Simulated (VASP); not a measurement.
# BN (P6_3/mmc) in VASP: further runs

Aim: see how the results for BN move with the level of theory and the settings. Levels: PBE, PBEsol. Tasks: elastic constants, vibrations by perturbation theory, dielectric tensor.

Everything below comes from runs of VASP 6.6.1. Logs are shortened: lines on timing, memory, paths and dates and some standing lists are left out, and cuts for length are marked.

**1. The cell of the first run**

Symmetry: P6_3/mmc, No. 194, hexagonal system. The conventional cell has a = 2.498 Å, b = 2.498 Å, c = 6.636 Å, α = 90.00°, β = 90.00°, γ = 120.00°. N (site symmetry -6m2) has 3 B at 1.44 Å within 1.9 Å. Within 1.9 Å of B (site symmetry -6m2) lie 3 N at 1.44 Å.

**2. Elastic constants, PBE**

INCAR reads:

```
SYSTEM = BN
  PREC = Accurate
  ENCUT = 600
  EDIFF = 1E-8
  ISMEAR = 0
  SIGMA = 0.01
  LREAL = .FALSE.
  LASPH = .TRUE.
  NELM = 60
  ALGO = Normal
  ISIF = 3
  LWAVE = .FALSE.
  LCHARG = .FALSE.
  GGA = PE
  IBRION = 6
  NFREE = 2
  POTIM = 0.015
  NSW = 1
```

KPOINTS reads:

```
Automatic mesh
0
G
  9 9 3
  0 0 0
```

POSCAR reads:

```
BN
1.0
    2.4982400000      0.0000000000      0.0000000000
   -1.2491200000      2.1635393048      0.0000000000
    0.0000000000      0.0000000000      6.6357000000
N B
2 2
Direct
    0.6666666667      0.3333333333      0.2500000000
    0.3333333333      0.6666666667      0.7500000000
    0.6666666667      0.3333333333      0.7500000000
    0.3333333333      0.6666666667      0.2500000000
```

Potentials or basis: VASP PAW PBE potentials, release 64 (N, B).

The run is started by

```bash
> cat potpaw_PBE.64/N/POTCAR potpaw_PBE.64/B/POTCAR > POTCAR
> mpirun -np 1 vasp_std > vasp.out
```

OUTCAR:

```text
SYSTEM = BN
   PREC = Accurate
   ENCUT = 600
   EDIFF = 1E-8
   ISMEAR = 0
   LREAL = .FALSE.
   LASPH = .TRUE.
   NELM = 60
   ISIF = 3
   GGA = PE
   IBRION = 6
   NFREE = 2
   POTIM = 0.015
   NSW = 1

 ion  position               nearest neighbor table
   1  0.667  0.333  0.250-   4 1.44   4 1.44   4 1.44
   2  0.333  0.667  0.750-   3 1.44   3 1.44   3 1.44
   3  0.667  0.333  0.750-   2 1.44   2 1.44   2 1.44
   4  0.333  0.667  0.250-   1 1.44   1 1.44   1 1.44

  LATTYP: Found a hexagonal cell.
 ALAT       =     2.4982400000
 C/A-ratio  =     2.6561499296

  Lattice vectors:

 A1 = (   2.4982400000,   0.0000000000,   0.0000000000)
 A2 = (  -1.2491200000,   2.1635393048,   0.0000000000)
 A3 = (   0.0000000000,   0.0000000000,   6.6357000000)

Analysis of symmetry for initial positions (statically):
=====================================================================
 Subroutine PRICEL returns:
 Original cell was already a primitive cell.

 Routine SETGRP: Setting up the symmetry group for a
 hexagonal supercell.

 Subroutine GETGRP returns: Found 24 space group operations
 (whereof 12 operations were pure point group operations)
 out of a pool of 24 trial point group operations.

The static configuration has the point symmetry D_3d.
 The point group associated with its full space group is D_6h.

Analysis of symmetry for dynamics (positions and initial velocities):
=====================================================================
 Subroutine PRICEL returns:
 Original cell was already a primitive cell.

 Routine SETGRP: Setting up the symmetry group for a
 hexagonal supercell.

 Subroutine GETGRP returns: Found 24 space group operations
 (whereof 12 operations were pure point group operations)
[... 1085 lines left out ...]
      7       2.2868      2.00000
      8       2.2876      2.00000
      9       7.0211      0.00000
     10       7.0214      0.00000
     11      13.6758      0.00000
     12      15.1822      0.00000

 [... further k-points ...]

------------------------ aborting loop because EDIFF is reached ----------------------------------------

  FORCE on cell =-STRESS in cart. coord.  units (eV):
  Direction    XX          YY          ZZ          XY          YZ          ZX
  --------------------------------------------------------------------------------------
  -------------------------------------------------------------------------------------
  Total        1.3634845      1.3634845      0.6093851      0.0000000      0.0000000      0.0000000
  in kB       60.9081056     60.9081056     27.2217928      0.0000000      0.0000000      0.0000000
  external PRESSURE =      49.6793347 kB  Pullay stress =       0.0000000 kB
[... 19 lines left out ...]
  FREE ENERGIE OF THE ION-ELECTRON SYSTEM (eV)
  ---------------------------------------------------
  free  energy   TOTEN  =       -35.1518845466 eV

  energy  without entropy=      -35.1518845466  energy(sigma->0) =      -35.15188455

 INTERNAL STRAIN TENSORS FROM STRAINED CELLS
 ============================================

 INTERNAL STRAIN TENSOR FOR ION    1 for displacements in x,y,z  (eV/Angst):
          X           Y           Z          XY          YZ          ZX
  --------------------------------------------------------------------------------
  x    -0.00000     0.00000    -0.00000    13.28666    -0.00000     0.00000
  y    13.33224   -13.38145    -0.00000     0.00028    -0.00003     0.00008
  z    -0.00000     0.00000     0.00000     0.00000    -0.00137    -0.00000

 INTERNAL STRAIN TENSORS FROM DISPLACED ATOMS
 ============================================

 INTERNAL STRAIN TENSOR FOR ION    1 for displacements in x,y,z  (eV/Angst):
          X           Y           Z          XY          YZ          ZX
  --------------------------------------------------------------------------------
  x     0.00000     0.00000     0.00000    13.30209     0.00000     0.00000
  y    13.30209   -13.30209    -0.00000     0.00000     0.00000     0.00000
  z     0.00000     0.00000     0.00000     0.00000     0.00000     0.00000

 INTERNAL STRAIN TENSOR FOR ION    4 for displacements in x,y,z  (eV/Angst):
          X           Y           Z          XY          YZ          ZX
  --------------------------------------------------------------------------------
  x     0.00000     0.00000     0.00000   -13.13308     0.00000     0.00000
  y   -13.13308    13.13308     0.00000     0.00000     0.00000     0.00000
  z     0.00000    -0.00000     0.00000     0.00000     0.00000     0.00000

 Eigenvectors and eigenvalues of the dynamical matrix
 ----------------------------------------------------

   1 f  =   41.102696 THz   258.255854 2PiTHz 1371.038350 cm-1   169.987014 meV
             X         Y         Z           dx          dy          dz
      1.249120  0.721180  1.658925     0.000004   -0.466727    0.000000
     -0.000000  1.442360  4.976775     0.000004   -0.466727   -0.000000
      1.249120  0.721180  4.976775    -0.000004    0.531193    0.000000
     -0.000000  1.442360  1.658925    -0.000004    0.531193    0.000000
[... 71 lines left out ...]
  12 f/i=    0.001990 THz     0.012506 2PiTHz    0.066395 cm-1     0.008232 meV
             X         Y         Z           dx          dy          dz
      1.249120  0.721180  1.658925    -0.387329    0.363514   -0.000000
     -0.000000  1.442360  4.976775    -0.387329    0.363514   -0.000000
      1.249120  0.721180  4.976775    -0.340322    0.319398   -0.000000
     -0.000000  1.442360  1.658925    -0.340322    0.319398   -0.000000

--------------------------------------------------------------------------------------------------------

 ELASTIC MODULI CONTR FROM IONIC RELAXATION (kBar)
 Direction    XX          YY          ZZ          XY          YZ          ZX
 --------------------------------------------------------------------------------
 XX        -381.7802    381.7802      0.0000     -0.0000      0.0000      0.0000
 YY         381.7802   -381.7802     -0.0000      0.0000      0.0000      0.0000
 ZZ           0.0000     -0.0000     -0.0000      0.0000      0.0000      0.0000
 XY          -0.0000      0.0000      0.0000   -381.7802      0.0000      0.0000
 YZ           0.0000      0.0000      0.0000      0.0000      0.0000      0.0000
 ZX           0.0000      0.0000      0.0000      0.0000      0.0000      0.0000
 --------------------------------------------------------------------------------

 TOTAL ELASTIC MODULI (kBar)
 Direction    XX          YY          ZZ          XY          YZ          ZX
 --------------------------------------------------------------------------------
 XX        8947.4178   2095.5620      5.3856     -0.0000      0.0000      0.0000
 YY        2095.5620   8947.4178      5.3856      0.0000      0.0000      0.0000
 ZZ           5.3856      5.3856    304.8117      0.0000     -0.0000      0.0000
 XY          -0.0000      0.0000      0.0000   3425.9279     -0.0000      0.0000
 YZ           0.0000      0.0000     -0.0000      0.0000     26.3457      0.0000
 ZX           0.0000      0.0000      0.0000      0.0000      0.0000     26.3476
 --------------------------------------------------------------------------------
```

Wall time 2.8 min (1 thread of Intel Xeon 6975P-C (Granite Rapids), shared host); peak memory 0.22 GiB.

Results:

```yaml
Voigt_bulk_modulus: 249 GPa
Highest_phonon_frequency_at_Γ_LO-TO_splitting_left_out: 1371 cm⁻¹
```

Phonon frequencies in cm⁻¹ (negative: imaginary):
| q point | frequencies |
| --- | --- |
| (0.000, 0.000, 0.000) | 0 0 0 44 44 124 743 795 1371 1371 1371 1371 |

Elastic tensor in Voigt notation (GPa, in the Cartesian axes of the cell as first typed):
```
895 210   1   0   0   0
210 895   1   0   0   0
  1   1  30   0   0   0
  0   0   0   3   0   0
  0   0   0   0   3   0
  0   0   0   0   0 343
```

Clamped-ion elastic tensor (GPa):
```
933 171   1   0   0   0
171 933   1   0   0   0
  1   1  30   0   0   0
  0   0   0   3   0   0
  0   0   0   0   3   0
  0   0   0   0   0 381
```

Caveat: the cell is under stress, which shifts elastic constants; this functional lacks dispersion, which binds the layers, so the pressure and a relaxed spacing across them are unreliable.

**3. Vibrations by perturbation theory, PBEsol**

INCAR reads:

```
SYSTEM = BN
  PREC = Accurate
  ENCUT = 520
  EDIFF = 1E-8
  ISMEAR = 0
  SIGMA = 0.01
  LREAL = .FALSE.
  LASPH = .TRUE.
  NELM = 80
  ALGO = Normal
  ISIF = 2
  LWAVE = .FALSE.
  LCHARG = .FALSE.
  GGA = PS
  IBRION = 8
  NSW = 1
  LEPSILON = .TRUE.
```

KPOINTS is that of step 2.

POSCAR is that of step 2.

Potentials or basis: VASP PAW PBE potentials, release 64 (N, B).

The run is started by

```bash
> cat potpaw_PBE.64/N/POTCAR potpaw_PBE.64/B/POTCAR > POTCAR
> mpirun -np 1 vasp_std > vasp.out
```

OUTCAR:

```text
SYSTEM = BN
   PREC = Accurate
   ENCUT = 520
   EDIFF = 1E-8
   ISMEAR = 0
   LREAL = .FALSE.
   LASPH = .TRUE.
   NELM = 80
   ISIF = 2
   GGA = PS
   IBRION = 8
   NSW = 1
   LEPSILON = .TRUE.

 ion  position               nearest neighbor table
   1  0.667  0.333  0.250-   4 1.44   4 1.44   4 1.44
   2  0.333  0.667  0.750-   3 1.44   3 1.44   3 1.44
   3  0.667  0.333  0.750-   2 1.44   2 1.44   2 1.44
   4  0.333  0.667  0.250-   1 1.44   1 1.44   1 1.44

  LATTYP: Found a hexagonal cell.
 ALAT       =     2.4982400000
 C/A-ratio  =     2.6561499296

  Lattice vectors:

 A1 = (   2.4982400000,   0.0000000000,   0.0000000000)
 A2 = (  -1.2491200000,   2.1635393048,   0.0000000000)
 A3 = (   0.0000000000,   0.0000000000,   6.6357000000)

Analysis of symmetry for initial positions (statically):
=====================================================================
 Subroutine PRICEL returns:
 Original cell was already a primitive cell.

 Routine SETGRP: Setting up the symmetry group for a
 hexagonal supercell.

 Subroutine GETGRP returns: Found 24 space group operations
 (whereof 12 operations were pure point group operations)
 out of a pool of 24 trial point group operations.

[... 665 lines left out ...]
  x    -0.00000     0.00000     0.00000   -13.18029     0.00000     0.00000
  y   -13.18029    13.18029    -0.00000     0.00000     0.00000     0.00000
  z    -0.00000     0.00000     0.00000     0.00000    -0.00000     0.00000

 SECOND DERIVATIVES (NOT SYMMETRIZED)
 ------------------------------------
               1X          1Y          1Z          2X          2Y          2Z          3X          3Y          3Z          4X          4Y          4Z
  1X   -42.408487    0.000000    0.000000    0.062981    0.000000    0.000000    0.007474    0.000000    0.000000   42.338032    0.000000    0.000000
  1Y     0.000000  -42.408487    0.000000   -0.000000    0.062981    0.000000    0.000000    0.007474    0.000000    0.000000   42.338032    0.000000
  1Z     0.000000    0.000000  -13.447019    0.000000    0.000000    1.144805    0.000000    0.000000   -0.766825   -0.000000    0.000000   13.069040
  2X     0.062981    0.000000    0.000000  -42.408487    0.000000    0.000000   42.338032    0.000000    0.000000    0.007474    0.000000    0.000000
  2Y    -0.000000    0.062981    0.000000    0.000000  -42.408487    0.000000    0.000000   42.338032    0.000000    0.000000    0.007474    0.000000
  2Z     0.000000    0.000000    1.144805    0.000000    0.000000  -13.447019   -0.000000    0.000000   13.069040    0.000000    0.000000   -0.766825
  3X     0.016315   -0.000000    0.000000   42.343560   -0.000000    0.000000  -42.366298    0.000000    0.000000    0.006422   -0.000000    0.000000
  3Y    -0.000000    0.016315    0.000000   -0.000000   42.343560    0.000000    0.000000  -42.366298    0.000000   -0.000000    0.006422    0.000000
  3Z     0.000000   -0.000000   -0.766226    0.000000    0.000000   13.068907    0.000000   -0.000000  -13.174847    0.000000    0.000000    0.872166
  4X    42.343560   -0.000000    0.000000    0.016315   -0.000000    0.000000    0.006422   -0.000000    0.000000  -42.366298    0.000000    0.000000
  4Y    -0.000000   42.343560    0.000000   -0.000000    0.016315    0.000000   -0.000000    0.006422    0.000000    0.000000  -42.366298    0.000000
  4Z     0.000000    0.000000   13.068907    0.000000   -0.000000   -0.766226    0.000000    0.000000    0.872166    0.000000   -0.000000  -13.174847

 Eigenvectors and eigenvalues of the dynamical matrix
 ----------------------------------------------------

   1 f  =   41.200076 THz   258.867711 2PiTHz 1374.286601 cm-1   170.389746 meV
             X         Y         Z           dx          dy          dz
      1.249120  0.721180  1.658925    -0.000001   -0.466986   -0.000000
     -0.000000  1.442360  4.976775     0.000001    0.466986    0.000000
      1.249120  0.721180  4.976775    -0.000001   -0.530966    0.000000
     -0.000000  1.442360  1.658925     0.000001    0.530966    0.000000
[... 71 lines left out ...]
  12 f/i=    0.003465 THz     0.021770 2PiTHz    0.115571 cm-1     0.014329 meV
             X         Y         Z           dx          dy          dz
      1.249120  0.721180  1.658925    -0.483516    0.219991   -0.000000
     -0.000000  1.442360  4.976775    -0.483516    0.219991   -0.000000
      1.249120  0.721180  4.976775    -0.424806    0.193279   -0.000000
     -0.000000  1.442360  1.658925    -0.424806    0.193279   -0.000000

--------------------------------------------------------------------------------------------------------

 MACROSCOPIC STATIC DIELECTRIC TENSOR IONIC CONTRIBUTION
 ------------------------------------------------------
           1.744700     0.000000     0.000000
           0.000000     1.744700     0.000000
           0.000000     0.000000     0.459720
 ------------------------------------------------------

 ELASTIC MODULI CONTR FROM IONIC RELAXATION (kBar)
 Direction    XX          YY          ZZ          XY          YZ          ZX
 --------------------------------------------------------------------------------
 XX        -451.0889    451.0889      0.0000      0.0000     -0.0000      0.0000
 YY         451.0889   -451.0889     -0.0000     -0.0000      0.0000      0.0000
 ZZ           0.0000     -0.0000     -0.0000     -0.0000      0.0000      0.0000
 XY           0.0000     -0.0000     -0.0000   -451.0889      0.0000      0.0000
 YZ          -0.0000      0.0000      0.0000      0.0000     -0.0000      0.0000
 ZX           0.0000      0.0000      0.0000      0.0000      0.0000      0.0000
 --------------------------------------------------------------------------------

 PIEZOELECTRIC TENSOR IONIC CONTR  for field in x, y, z        (C/m^2)
          XX          YY          ZZ          XY          YZ          ZX
  --------------------------------------------------------------------------------
  x     0.00000    -0.00000    -0.00000     0.00000    -0.00000     0.00000
  y     0.00000    -0.00000    -0.00000    -0.00000     0.00000     0.00000
  z     0.00000    -0.00000    -0.00000     0.00000     0.00000     0.00000
```

Run time: 3 min. Hardware: 1 thread of Intel Xeon Platinum 8488C (Sapphire Rapids), shared host; peak memory 0.23 GiB.

Results:

```
Electronic dielectric tensor (diagonal)                 : 4.81, 4.81, 2.74
Born charges (mean of the diagonal)                     : N -2.05; B +2.05 e
Highest phonon frequency at Γ, LO-TO splitting left out : 1374 cm⁻¹
```

Phonon frequencies in cm⁻¹ (negative: imaginary):
| q point | frequencies |
| --- | --- |
| (0.000, 0.000, 0.000) | 0 0 0 45 45 103 741 791 1374 1374 1374 1374 |

Electronic dielectric tensor:
```
4.81 0.00 0.00
0.00 4.81 0.00
0.00 0.00 2.74
```

Born effective charge tensors (e):
atom 1, N
```
-2.71  0.00  0.00
 0.00 -2.71  0.00
 0.00  0.00 -0.75
```
atom 2, N
```
-2.71  0.00  0.00
 0.00 -2.71  0.00
 0.00  0.00 -0.75
```
atom 3, B
```
2.71 0.00 0.00
0.00 2.71 0.00
0.00 0.00 0.75
```
atom 4, B
```
2.71 0.00 0.00
0.00 2.71 0.00
0.00 0.00 0.75
```

Caveat: the cell wasn't relaxed at this level first, which shifts response properties; the PAW data sets were made with another functional, which shifts forces and pressure a little; this functional lacks dispersion, which binds the layers, so the pressure and a relaxed spacing across them are unreliable.

(Part 1 of 2 ends here.)
